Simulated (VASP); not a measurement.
# Ti (P6/mmm) in VASP: further runs, part 2 of 2

VASP 6.6.1. Earlier steps stand in the parts before.

**3. Single point, r2SCAN**

This run uses another cell than the first one, of the same volume but with other edges.

The input, POSCAR:

```
Ti
1.0
    4.1854970673      0.0000000000      0.0000000000
   -2.0927485336      3.6247467877      0.0000000000
    0.0000000000      0.0000000000      3.3644454390
Ti
3
Direct
    0.0000000000      0.0000000000      0.0000000000
    0.3333333333      0.6666666667      0.5000000000
    0.6666666667      0.3333333333      0.5000000000
```

The input, INCAR.step1:

```
SYSTEM = Ti
ALGO     = Normal         ! electronic algorithm
EDIFF    = 1E-4           ! SCF threshold, eV
ENCUT    = 520            ! plane-wave cutoff, eV
GGA      = PE             ! functional
ISMEAR   = 0              ! smearing method
LASPH    = .True.         ! aspherical terms in the spheres
LCHARG   = .False.        ! write CHGCAR
LREAL    = .False.        ! projectors in reciprocal space
LWAVE    = .True.         ! write WAVECAR
NBANDS   = 25             ! bands
NELM     = 100            ! most SCF steps
PREC     = Accurate       ! precision mode
SIGMA    = 0.15           ! smearing width, eV
```

The input, INCAR.step2:

```
SYSTEM = Ti
ALGO     = Normal         ! electronic algorithm
EDIFF    = 1E-6           ! SCF threshold, eV
ENCUT    = 520            ! plane-wave cutoff, eV
ISIF     = 2              ! what is computed and relaxed
ISMEAR   = 0              ! smearing method
ISTART   = 1            
LASPH    = .True.         ! aspherical terms in the spheres
LCHARG   = .True.         ! write CHGCAR
LELF     = .True.         ! ELF
LMIXTAU  = .True.       
LREAL    = .False.        ! projectors in reciprocal space
LVHAR    = .True.       
LWAVE    = .False.        ! write WAVECAR
METAGGA  = R2SCAN         ! meta-GGA
NBANDS   = 25             ! bands
NELM     = 100            ! most SCF steps
PREC     = Accurate       ! precision mode
SIGMA    = 0.15           ! smearing width, eV
```

The input, KPOINTS:

```
k-points
0
Gamma
  12 12 18
  0 0 0
```

Potentials or basis: VASP PAW PBE potentials, release 64 (Ti_sv).

The run is started by

```sh
> cat potpaw_PBE.64/Ti_sv/POTCAR > POTCAR
> cp INCAR.step1 INCAR
> mpirun -np 1 vasp_std > vasp.out
> cp INCAR.step2 INCAR
> mpirun -np 1 vasp_std > vasp.out
```

OUTCAR:

```text
SYSTEM = Ti
   EDIFF = 1E-6
   ENCUT = 520
   ISIF = 2
   ISMEAR = 0
   ISTART = 1
   LASPH = .True.
   LREAL = .False.
   METAGGA = R2SCAN
   NELM = 100
   PREC = Accurate

 ion  position               nearest neighbor table
   1  0.000  0.000  0.000-
   2  0.333  0.667  0.500-   3 2.42   3 2.42   3 2.42
   3  0.667  0.333  0.500-   2 2.42   2 2.42   2 2.42

  LATTYP: Found a hexagonal cell.
 ALAT       =     4.1854970673
 C/A-ratio  =     0.8038341408

  Lattice vectors:

 A1 = (   4.1854970673,   0.0000000000,   0.0000000000)
 A2 = (  -2.0927485336,   3.6247467877,   0.0000000000)
 A3 = (   0.0000000000,   0.0000000000,   3.3644454390)

Analysis of symmetry for initial positions (statically):
=====================================================================
 Subroutine PRICEL returns:
 Original cell was already a primitive cell.

 Routine SETGRP: Setting up the symmetry group for a
 hexagonal supercell.

 Subroutine GETGRP returns: Found 24 space group operations
 (whereof 24 operations were pure point group operations)
 out of a pool of 24 trial point group operations.

The static configuration has the point symmetry D_6h.

Analysis of symmetry for dynamics (positions and initial velocities):
=====================================================================
 Subroutine PRICEL returns:
 Original cell was already a primitive cell.

 Routine SETGRP: Setting up the symmetry group for a
 hexagonal supercell.

 Subroutine GETGRP returns: Found 24 space group operations
 (whereof 24 operations were pure point group operations)
 out of a pool of 24 trial point group operations.

The dynamic configuration has the point symmetry D_6h.

 Subroutine INISYM returns: Found 24 space group operations
 (whereof 24 operations are pure point group operations),
 and found     1 'primitive' translations

----------------------------------------------------------------------------------------

                                     Primitive cell

  volume of cell :      51.0432

  direct lattice vectors                    reciprocal lattice vectors
     4.185497067  0.000000000  0.000000000     0.238920249  0.137940670  0.000000000
    -2.092748534  3.624746788  0.000000000     0.000000000  0.275881340  0.000000000
     0.000000000  0.000000000  3.364445439     0.000000000  0.000000000  0.297225804

  length of vectors
     4.185497067  4.185497067  3.364445439     0.275881340  0.275881340  0.297225804

  position of ions in fractional coordinates (direct lattice)
     0.000000000  0.000000000  0.000000000
     0.333333333  0.666666667  0.500000000
     0.666666667  0.333333333  0.500000000

  ion indices of the primitive-cell ions
   primitive index   ion index
                 1           1
                 2           2
                 3           3

----------------------------------------------------------------------------------------

 KPOINTS: k-points

Automatic generation of k-mesh.
 Grid dimensions read from file:
 generate k-points for:   12   12   18

 Generating k-lattice:

  Cartesian coordinates                     Fractional coordinates (reciprocal lattice)
     0.019910021  0.011495056  0.000000000     0.083333333 -0.000000000  0.000000000
     0.000000000  0.022990112  0.000000000     0.000000000  0.083333333  0.000000000
     0.000000000  0.000000000  0.016512545     0.000000000  0.000000000  0.055555556

  Length of vectors
     0.022990112  0.022990112  0.016512545

  Shift w.r.t. Gamma in fractional coordinates (k-lattice)
     0.000000000  0.000000000  0.000000000

 Subroutine IBZKPT returns following result:
 ===========================================

 Found    190 irreducible k-points:

 Following reciprocal coordinates:
            Coordinates               Weight
  0.000000  0.000000  0.000000      1.000000
  0.083333  0.000000  0.000000      6.000000
  0.166667  0.000000  0.000000      6.000000
  0.250000  0.000000  0.000000      6.000000
  0.333333  0.000000  0.000000      6.000000
  0.416667  0.000000  0.000000      6.000000
[... 16 lines left out ...]
  0.250000  0.000000  0.055556     12.000000
  0.333333  0.000000  0.055556     12.000000
 [... further k-points ...]
   k-points           NKPTS =    190   k-points in BZ     NKDIM =    190   number of bands    NBANDS=     25
   number of dos      NEDOS =    301   number of ions     NIONS =      3
   total plane-waves  NPLWV =  28672
   dimension x,y,z NGX =    32 NGY =   32 NGZ =   28
   dimension x,y,z NGXF=    64 NGYF=   64 NGZF=   56
   ions per type =               3
   NGX,Y,Z   is equivalent  to a cutoff of  12.71, 12.71, 13.84 a.u.
   NGXF,Y,Z  is equivalent  to a cutoff of  25.42, 25.42, 27.67 a.u.
 SYSTEM =  Ti
   PREC   = accura    normal or accurate (medium, high low for compatibility)
   ISTART =      1    job   : 0-new  1-cont  2-samecut
   ICHARG =      0    charge: 1-file 2-atom 10-const
   ISPIN  =      1    spin polarized calculation?
   LNONCOLLINEAR =      F non collinear calculations
   LSORBIT =      F    spin-orbit coupling
   LASPH  =      T    aspherical Exc in radial PAW
   ENCUT  =  520.0 eV  38.22 Ry    6.18 a.u.   7.78  7.78  6.26*2*pi/ulx,y,z
   NELM   =    100;   NELMIN=  2; NELMDL=  0     # of ELM steps
   EDIFF  = 0.1E-05   stopping-criterion for ELM
   LREAL  =      F    real-space projection
   EDIFFG = 0.1E-04   stopping-criterion for IOM
   NSW    =      0    number of steps for IOM
   IBRION =     -1    ionic relax: 0-MD 1-quasi-New 2-CG
   NFREE  =      0    steps in history (QN), initial steepest desc. (CG)
   ISIF   =      2    stress and relaxation
   ISYM   =      2    0-nonsym 1-usesym 2-fastsym
   POTIM  = 0.5000    time-step for ionic-motion
   TEBEG  =    0.0;   TEEND  =   0.0 temperature during run
   PSTRESS=    0.0 pullay stress
   NELECT =      36.0000    total number of electrons
   NUPDOWN=      -1.0000    fix difference up-down
   EMIN   =  10.00;   EMAX   =-10.00  energy-range for DOS
   EFERMI =   0.00;   METHOD = LEGACY
   ISMEAR =     0;   SIGMA  =   0.15  broadening in eV -4-tet -1-fermi 0-gaus
   EFERMI_NEDOS =   21; number of points for ismear=-14 and -15
   IALGO  =     38    algorithm
   IMIX   =      4    mixing-type and parameters
     AMIX     =   0.40;   BMIX     =  1.00
     AMIX_MAG =   1.60;   BMIX_MAG =  1.00
  volume/ion in A,a.u.               =      17.01       114.82
  Fermi-wavevector in a.u.,A,eV,Ry     =   1.457235  2.753775 28.892432  2.123534
  Thomas-Fermi vector in A             =   2.574060
   LORBIT       =      0    0 simple, 1 ext, 2 COOP (PROOUT), +10 PAW based schemes
   METAGGA = R2SCAN    functional components
   LHFCALC =     F    Hartree Fock is set to
   AEXX    =    0.0000 exact exchange contribution
   IVDW    =     0    specifies the selected vdW correction
   LEPSILON=     F    determine dielectric tensor
   LRPA    =     F    only Hartree local field effects (RPA)
 non-spin polarized calculation
 Gauss-broadening in eV      SIGMA  =   0.15
  energy-cutoff  :      520.00
  volume of cell :       51.04
 maximum number of plane-waves:      1398
 NGX is ok and might be reduce to    32

 number of electron      36.0000005 magnetization

 Free energy of the ion-electron system (eV)
  ---------------------------------------------------
  ext. energy  EPLUGINS =         0.00000000
  ---------------------------------------------------
  free energy    TOTEN  =       -37.91435638 eV

  energy without entropy =      -37.87656799  energy(sigma->0) =      -37.89546219

 E-fermi :   8.4163     XC(G=0): -12.4554

 val. band max:        8.4067631292   @ k =   0.2500   0.1667   0.0000
 cond. band min:       8.4167655299   @ k =   0.2500   0.1667   0.0556
 fundamental gap:      0.0100024007
 Fermi energy:         8.4163196141

 k-point     1 :       0.0000    0.0000    0.0000
  band No.  band energies     occupation
      1     -50.7785      2.00000
      2     -50.4626      2.00000
      3     -50.0296      2.00000
      4     -26.1618      2.00000
      5     -26.1617      2.00000
      6     -26.0509      2.00000
[... 17 lines left out ...]
     24      10.1919      0.00000
     25      10.1920      0.00000
[... 621 lines left out ...]
      3     -50.1277      2.00000
      4     -26.3622      2.00000
      5     -26.1410      2.00000
      6     -25.9036      2.00000
[... 17 lines left out ...]
     24      10.6834      0.00000
     25      11.2587      0.00000

 [... further k-points ...]

------------------------ aborting loop because EDIFF is reached ----------------------------------------

  FORCE on cell =-STRESS in cart. coord.  units (eV):
  Direction    XX          YY          ZZ          XY          YZ          ZX
  --------------------------------------------------------------------------------------
  -------------------------------------------------------------------------------------
  Total        2.9506200      2.9506200     -5.1467970      0.0000000      0.0000000      0.0000000
  in kB       92.6159235     92.6159235   -161.5509143      0.0000000      0.0000000      0.0000000
  external PRESSURE =       7.8936442 kB  Pullay stress =       0.0000000 kB

 VOLUME and BASIS-vectors are now :
 -----------------------------------------------------------------------------
  energy-cutoff  :      520.00
  volume of cell :       51.04
      direct lattice vectors                 reciprocal lattice vectors
     4.185497067  0.000000000  0.000000000     0.238920249  0.137940670  0.000000000
    -2.092748534  3.624746788  0.000000000     0.000000000  0.275881340  0.000000000
     0.000000000  0.000000000  3.364445439     0.000000000  0.000000000  0.297225804

 POSITION                                       TOTAL-FORCE (eV/Angst)
 -----------------------------------------------------------------------------------
      0.00000      0.00000      0.00000        -0.000000      0.000000      0.000000
     -0.00000      2.41650      1.68222         0.000000     -0.000000      0.000000
      2.09275      1.20825      1.68222        -0.000000      0.000000      0.000000
 -----------------------------------------------------------------------------------
    total drift:                               -0.000000      0.000000      0.000000

  FREE ENERGIE OF THE ION-ELECTRON SYSTEM (eV)
  ---------------------------------------------------
  free  energy   TOTEN  =       -37.9143563843 eV

  energy  without entropy=      -37.8765679906  energy(sigma->0) =      -37.89546219
```

Run time: 26 min. Hardware: 1 thread of Oxide Virtual Turin-like, shared host; peak memory 0.27 GiB.

What came out:

```
Free energy            : -37.9144 eV
Pressure               : 0.8 GPa
Band gap on the k mesh : zero (bands 18 and 19 overlap by 0.36 eV)
```

Stress tensor (GPa, compression positive):
```
  9.26   0.00   0.00
  0.00   9.26   0.00
  0.00   0.00 -16.16
```

Caveat: the stress differs along the axes, from -16 to 9 GPa; the PAW data sets were made with another functional, which shifts forces and pressure a little.
